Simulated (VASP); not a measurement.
# NaH in VASP: settings compared

Aim: see how the results for NaH move with the level of theory and the settings. Levels: PBE, r2SCAN, HSE06. Tasks: single point.

Everything below comes from runs of VASP 6.6.1. Logs are shortened: lines on timing, memory, paths and dates and some standing lists are left out, and cuts for length are marked.

## 1. The cell of the first run

Symmetry: I4/mmm, No. 139, tetragonal system. The conventional cell has a = 3.285 Å, b = 3.285 Å, c = 4.870 Å, α = 90.00°, β = 90.00°, γ = 90.00°. Na (site symmetry 4/mmm) has 6 H at 2.32 to 2.43 Å within 3.1 Å. H (site symmetry 4/mmm) has 6 Na at 2.32 to 2.43 Å within 3.1 Å.

## 2. Single point, PBE (epitaxial xy strain -3.1%)

INCAR

```
SYSTEM = NaH
ALGO = Normal
EDIFF = 1E-6
ENCUT = 520
GGA = PE
ISIF = 2
ISMEAR = -1
LASPH = .TRUE.
LCHARG = .FALSE.
LREAL = .FALSE.
LWAVE = .FALSE.
NBANDS = 11
NELM = 100
PREC = Accurate
SIGMA = 0.02
```

KPOINTS

```
k-points
0
G
  10 10 10
  0 0 0
```

POSCAR

```
NaH
1.0
    0.0000000000      2.3229496575      2.4347540050
    2.3229496575      0.0000000000      2.4347540050
    2.3229496575      2.3229496575      0.0000000000
Na H
1 1
Direct
    0.0000000000      0.0000000000      0.0000000000
    0.5000000000      0.5000000000      0.5000000000
```

Potentials or basis: VASP PAW PBE potentials, release 64 (Na_pv, H).

On the command line:

```sh
$ cat potpaw_PBE.64/Na_pv/POTCAR potpaw_PBE.64/H/POTCAR > POTCAR
$ mpirun -np 1 vasp_std > vasp.out
```

OUTCAR:

```text
SYSTEM = NaH
   EDIFF = 1E-6
   ENCUT = 520
   GGA = PE
   ISIF = 2
   ISMEAR = -1
   LASPH = .TRUE.
   LREAL = .FALSE.
   NELM = 100
   PREC = Accurate

 ion  position               nearest neighbor table
   1  0.000  0.000  0.000-
   2  0.500  0.500  0.500-

  LATTYP: Found a body centered tetragonal cell.
 ALAT       =     3.2851469103
 C/A-ratio  =     1.4822801363

  Lattice vectors:

 A1 = (  -2.3229496575,   0.0000000000,   2.4347540050)
 A2 = (   2.3229496575,   0.0000000000,   2.4347540050)
 A3 = (   0.0000000000,   2.3229496575,  -2.4347540050)

Analysis of symmetry for initial positions (statically):
=====================================================================
 Subroutine PRICEL returns:
 Original cell was already a primitive cell.

 Routine SETGRP: Setting up the symmetry group for a
 body centered tetragonal supercell.

 Subroutine GETGRP returns: Found 16 space group operations
 (whereof 16 operations were pure point group operations)
 out of a pool of 16 trial point group operations.

The static configuration has the point symmetry D_4h.

Analysis of symmetry for dynamics (positions and initial velocities):
=====================================================================
 Subroutine PRICEL returns:
 Original cell was already a primitive cell.

 Routine SETGRP: Setting up the symmetry group for a
 body centered tetragonal supercell.

 Subroutine GETGRP returns: Found 16 space group operations
 (whereof 16 operations were pure point group operations)
 out of a pool of 16 trial point group operations.

The dynamic configuration has the point symmetry D_4h.

 Subroutine INISYM returns: Found 16 space group operations
 (whereof 16 operations are pure point group operations),
 and found     1 'primitive' translations

----------------------------------------------------------------------------------------

                                     Primitive cell

  volume of cell :      26.2763

  direct lattice vectors                    reciprocal lattice vectors
     0.000000000  2.322949658  2.434754005    -0.215243580  0.215243580  0.205359555
     2.322949658  0.000000000  2.434754005     0.215243580 -0.215243580  0.205359555
     2.322949658  2.322949658  0.000000000     0.215243580  0.215243580 -0.205359555

  length of vectors
     3.365133307  3.365133307  3.285146910     0.367194968  0.367194968  0.367194968

  position of ions in fractional coordinates (direct lattice)
     0.000000000  0.000000000  0.000000000
     0.500000000  0.500000000  0.500000000

  ion indices of the primitive-cell ions
   primitive index   ion index
                 1           1
                 2           2

----------------------------------------------------------------------------------------

 KPOINTS: k-points

Automatic generation of k-mesh.
 Grid dimensions read from file:
 generate k-points for:   10   10   10

 Generating k-lattice:

  Cartesian coordinates                     Fractional coordinates (reciprocal lattice)
    -0.021524358  0.021524358  0.020535956     0.100000000  0.000000000  0.000000000
     0.021524358 -0.021524358  0.020535956     0.000000000  0.100000000  0.000000000
     0.021524358  0.021524358 -0.020535956    -0.000000000 -0.000000000  0.100000000

  Length of vectors
     0.036719497  0.036719497  0.036719497

  Shift w.r.t. Gamma in fractional coordinates (k-lattice)
     0.000000000  0.000000000  0.000000000

 Subroutine IBZKPT returns following result:
 ===========================================

 Found    102 irreducible k-points:

 Following reciprocal coordinates:
            Coordinates               Weight
  0.000000  0.000000  0.000000      1.000000
  0.100000 -0.000000  0.000000      8.000000
  0.200000 -0.000000  0.000000      8.000000
  0.300000 -0.000000  0.000000      8.000000
  0.400000  0.000000  0.000000      8.000000
  0.500000  0.000000  0.000000      4.000000
[... 16 lines left out ...]
  0.300000  0.300000  0.000000      2.000000
  0.400000  0.300000  0.000000      8.000000
 [... further k-points ...]
   k-points           NKPTS =    102   k-points in BZ     NKDIM =    102   number of bands    NBANDS=     11
   number of dos      NEDOS =    301   number of ions     NIONS =      2
   total plane-waves  NPLWV =  18816
   dimension x,y,z NGX =    28 NGY =   28 NGZ =   24
   dimension x,y,z NGXF=    56 NGYF=   56 NGZF=   48
   ions per type =               1   1
   NGX,Y,Z   is equivalent  to a cutoff of  13.83, 13.83, 12.15 a.u.
   NGXF,Y,Z  is equivalent  to a cutoff of  27.67, 27.67, 24.29 a.u.
 SYSTEM =  NaH
   PREC   = accura    normal or accurate (medium, high low for compatibility)
   ISTART =      0    job   : 0-new  1-cont  2-samecut
   ICHARG =      2    charge: 1-file 2-atom 10-const
   ISPIN  =      1    spin polarized calculation?
   LNONCOLLINEAR =      F non collinear calculations
   LSORBIT =      F    spin-orbit coupling
   LASPH  =      T    aspherical Exc in radial PAW
   ENCUT  =  520.0 eV  38.22 Ry    6.18 a.u.   6.26  6.26  6.11*2*pi/ulx,y,z
   NELM   =    100;   NELMIN=  2; NELMDL= -5     # of ELM steps
   EDIFF  = 0.1E-05   stopping-criterion for ELM
   LREAL  =      F    real-space projection
   EDIFFG = 0.1E-04   stopping-criterion for IOM
   NSW    =      0    number of steps for IOM
   IBRION =     -1    ionic relax: 0-MD 1-quasi-New 2-CG
   NFREE  =      0    steps in history (QN), initial steepest desc. (CG)
   ISIF   =      2    stress and relaxation
   ISYM   =      2    0-nonsym 1-usesym 2-fastsym
   POTIM  = 0.5000    time-step for ionic-motion
   TEBEG  =    0.0;   TEEND  =   0.0 temperature during run
   PSTRESS=    0.0 pullay stress
   NELECT =       8.0000    total number of electrons
   NUPDOWN=      -1.0000    fix difference up-down
   EMIN   =  10.00;   EMAX   =-10.00  energy-range for DOS
   EFERMI =   0.00;   METHOD = LEGACY
   ISMEAR =    -1;   SIGMA  =   0.02  broadening in eV -4-tet -1-fermi 0-gaus
   EFERMI_NEDOS =   21; number of points for ismear=-14 and -15
   IALGO  =     38    algorithm
   IMIX   =      4    mixing-type and parameters
     AMIX     =   0.40;   BMIX     =  1.00
     AMIX_MAG =   1.60;   BMIX_MAG =  1.00
  volume/ion in A,a.u.               =      13.14        88.66
  Fermi-wavevector in a.u.,A,eV,Ry     =   1.101328  2.081208 16.502818  1.212923
  Thomas-Fermi vector in A             =   2.237753
   LORBIT       =      0    0 simple, 1 ext, 2 COOP (PROOUT), +10 PAW based schemes
   GGA     = PE    functional components
   LHFCALC =     F    Hartree Fock is set to
   AEXX    =    0.0000 exact exchange contribution
   IVDW    =     0    specifies the selected vdW correction
   LEPSILON=     F    determine dielectric tensor
   LRPA    =     F    only Hartree local field effects (RPA)
 non-spin polarized calculation
  energy-cutoff  :      520.00
  volume of cell :       26.28
 maximum number of plane-waves:       722
 NGX is ok and might be reduce to    28
   NGX = 13   NGY = 13   NGZ = 13

 number of electron       8.0000004 magnetization

 Free energy of the ion-electron system (eV)
  ---------------------------------------------------
  ext. energy  EPLUGINS =         0.00000000
  ---------------------------------------------------
  free energy    TOTEN  =        -5.07141497 eV

  energy without entropy =       -5.07141497  energy(sigma->0) =       -5.07141497

 E-fermi :  -0.4722     XC(G=0):  -8.0095

 val. band max:       -0.8521443371   @ k =  -0.3000   0.2000   0.5000
 cond. band min:       3.0098592715   @ k =   0.5000   0.0000   0.0000
 fundamental gap:      3.8620036085
 Fermi energy:        -0.4722240221

 k-point     1 :       0.0000    0.0000    0.0000
  band No.  band energies     occupation
      1     -22.8678      2.00000
      2     -22.8502      2.00000
      3     -22.8502      2.00000
      4      -4.6984      2.00000
      5      10.1421      0.00000
      6      15.1134      0.00000
      7      15.3677      0.00000
      8      15.3677      0.00000
      9      16.2448      0.00000
     10      16.3430      0.00000
     11      16.3430      0.00000

 k-point     2 :       0.1000   -0.0000    0.0000
  band No.  band energies     occupation
      1     -22.8736      2.00000
      2     -22.8578      2.00000
      3     -22.8512      2.00000
      4      -4.5153      2.00000
      5       9.5269      0.00000
      6      13.1036      0.00000
      7      14.5353      0.00000
      8      14.8196      0.00000
      9      16.9682      0.00000
     10      17.0532      0.00000
     11      17.2173      0.00000

 k-point     3 :       0.2000   -0.0000    0.0000
  band No.  band energies     occupation
      1     -22.8992      2.00000
      2     -22.8670      2.00000
      3     -22.8538      2.00000
      4      -3.9837      2.00000
      5       7.7650      0.00000
      6      11.5608      0.00000
      7      13.7164      0.00000
      8      14.1679      0.00000
      9      17.1272      0.00000
     10      17.7665      0.00000
     11      18.2782      0.00000

 k-point     4 :       0.3000   -0.0000    0.0000
  band No.  band energies     occupation
      1     -22.9352      2.00000
      2     -22.8735      2.00000
      3     -22.8570      2.00000
      4      -3.1689      2.00000
      5       5.6124      0.00000
      6      10.8265      0.00000
      7      13.0942      0.00000
      8      13.6981      0.00000
      9      16.5237      0.00000
     10      17.4173      0.00000
     11      19.0811      0.00000
[... 239 lines left out ...]
 k-point    22 :      -0.2000    0.2000    0.0000
  band No.  band energies     occupation
      1     -22.9302      2.00000
      2     -22.8965      2.00000
      3     -22.8560      2.00000
      4      -2.8679      2.00000
      5       6.0773      0.00000
      6       7.8926      0.00000
      7      13.8337      0.00000
      8      14.0807      0.00000
      9      17.5681      0.00000
     10      17.9668      0.00000
     11      18.6946      0.00000

 k-point    23 :       0.3000    0.3000    0.0000
  band No.  band energies     occupation
      1     -22.9379      2.00000
      2     -22.8727      2.00000
      3     -22.8727      2.00000
      4      -2.8475      2.00000
      5       5.8296      0.00000
      6      10.7517      0.00000
      7      11.4546      0.00000
      8      11.4546      0.00000
      9      13.5094      0.00000
     10      20.6297      0.00000
     11      23.5327      0.00000

 k-point    24 :       0.4000    0.3000    0.0000
  band No.  band energies     occupation
      1     -22.9513      2.00000
      2     -22.8821      2.00000
      3     -22.8763      2.00000
      4      -2.2158      2.00000
      5       4.9540      0.00000
      6       8.9077      0.00000
      7      11.2023      0.00000
      8      11.8236      0.00000
      9      13.9832      0.00000
     10      20.9513      0.00000
     11      22.9992      0.00000

 [... further k-points ...]

------------------------ aborting loop because EDIFF is reached ----------------------------------------

  FORCE on cell =-STRESS in cart. coord.  units (eV):
  Direction    XX          YY          ZZ          XY          YZ          ZX
  --------------------------------------------------------------------------------------
  -------------------------------------------------------------------------------------
  Total        0.4262504      0.4262504      0.1079269      0.0000000      0.0000000     -0.0000000
  in kB       25.9902649     25.9902649      6.5807514      0.0000000      0.0000000     -0.0000000
  external PRESSURE =      19.5204271 kB  Pullay stress =       0.0000000 kB

 VOLUME and BASIS-vectors are now :
 -----------------------------------------------------------------------------
  energy-cutoff  :      520.00
  volume of cell :       26.28
      direct lattice vectors                 reciprocal lattice vectors
     0.000000000  2.322949658  2.434754005    -0.215243580  0.215243580  0.205359555
     2.322949658  0.000000000  2.434754005     0.215243580 -0.215243580  0.205359555
     2.322949658  2.322949658  0.000000000     0.215243580  0.215243580 -0.205359555

 POSITION                                       TOTAL-FORCE (eV/Angst)
 -----------------------------------------------------------------------------------
      0.00000      0.00000      0.00000         0.000000      0.000000      0.000000
      2.32295      2.32295      2.43475        -0.000000     -0.000000     -0.000000
 -----------------------------------------------------------------------------------
    total drift:                               -0.000000      0.000000     -0.000000

  FREE ENERGIE OF THE ION-ELECTRON SYSTEM (eV)
  ---------------------------------------------------
  free  energy   TOTEN  =        -5.0714149744 eV

  energy  without entropy=       -5.0714149744  energy(sigma->0) =       -5.07141497
```

Wall time 44 s (1 thread of Intel Xeon 8259CL, shared host); peak memory 0.16 GiB.

Results:

| Quantity | Value |
| --- | --- |
| Free energy | -5.0714 eV |
| Pressure | 2.0 GPa |
| Band gap on the k mesh | 3.86 eV (least direct gap 4.77 eV) |

Levels at points of the mesh, in eV from the valence-band top:
```
           k point  band 1  band 2  band 3  band 4  band 5  band 6  band 7  band 8
(0.00, 0.00, 0.00)  -22.02  -22.00  -22.00   -3.85   10.99   15.97   16.22   16.22
(0.50, 0.00, 0.00)  -22.12  -22.03  -22.01   -0.91    3.86   11.22   13.43   14.18
(0.50, 0.50, 0.00)  -22.12  -22.03  -22.03   -0.39    4.38   10.61   11.52   11.52
(0.50, 0.00, 0.50)  -22.11  -22.05  -22.05   -0.14    4.96   10.13   10.88   10.94
```

Caveat: the cell differs from its parent crystal (epitaxial xy strain -3.1%). A k mesh can miss the band edges.

## 3. Single point, PBE (strain along [111] +5.2%)

INCAR

```
PREC = Accurate
ENCUT = 520
EDIFF = 1E-6
ISMEAR = -1
SIGMA = 0.02
LREAL = F
LASPH = T
NELM = 60
ALGO = Normal
ISIF = 2
LWAVE = F
LCHARG = F
GGA = PE
NBANDS = 11
```

KPOINTS

```
Automatic mesh
0
Gamma
  10 10 10
```

POSCAR

```
NaH
1.0
    0.0839129301      2.4814252199      2.4814252199
    2.4814252199      0.0839129301      2.4814252199
    2.4814252199      2.4814252199      0.0839129301
Na H
1 1
Direct
    0.0000000000      0.0000000000      0.0000000000
    0.5000000000      0.5000000000      0.5000000000
```

Potentials or basis: VASP PAW PBE potentials, release 64 (Na_pv, H).

On the command line:

```sh
$ cat potpaw_PBE.64/Na_pv/POTCAR potpaw_PBE.64/H/POTCAR > POTCAR
$ mpirun -np 1 vasp_std > vasp.out
```

Wall time 61 s (1 thread of Intel Xeon 8259CL, shared host); peak memory 0.17 GiB.

The run converged. Its results:

```yaml
Free_energy: -5.0789 eV
Pressure: -0.7 GPa
Band_gap_on_the_k_mesh: 3.42 eV (least direct gap 4.45 eV)
```

Stress tensor (GPa, compression positive):
```
-0.66 -0.81 -0.81
-0.81 -0.66 -0.81
-0.81 -0.81 -0.66
```

Levels at points of the mesh, in eV from the valence-band top:
| k point | band 1 | band 2 | band 3 | band 4 | band 5 | band 6 | band 7 | band 8 | band 9 |
| --- | --- | --- | --- | --- | --- | --- | --- | --- | --- |
| (0.00, 0.00, 0.00) | -22.15 | -22.15 | -22.14 | -3.53 | 10.14 | 14.72 | 15.20 | 15.81 | 15.81 |
| (0.50, 0.00, 0.00) | -22.24 | -22.17 | -22.15 | -0.75 | 3.83 | 10.47 | 12.76 | 13.41 | 15.68 |
| (0.50, 0.50, 0.00) | -22.23 | -22.18 | -22.17 | -0.15 | 4.60 | 9.89 | 10.12 | 10.94 | 11.56 |
| (0.50, 0.50, 0.50) | -22.22 | -22.16 | -22.16 | -1.04 | 3.42 | 10.97 | 13.70 | 13.70 | 16.65 |

Caveat: the cell differs from its parent crystal (strain along [111] +5.2%). A k mesh can miss the band edges.

(Continued in part 2 of 2.)
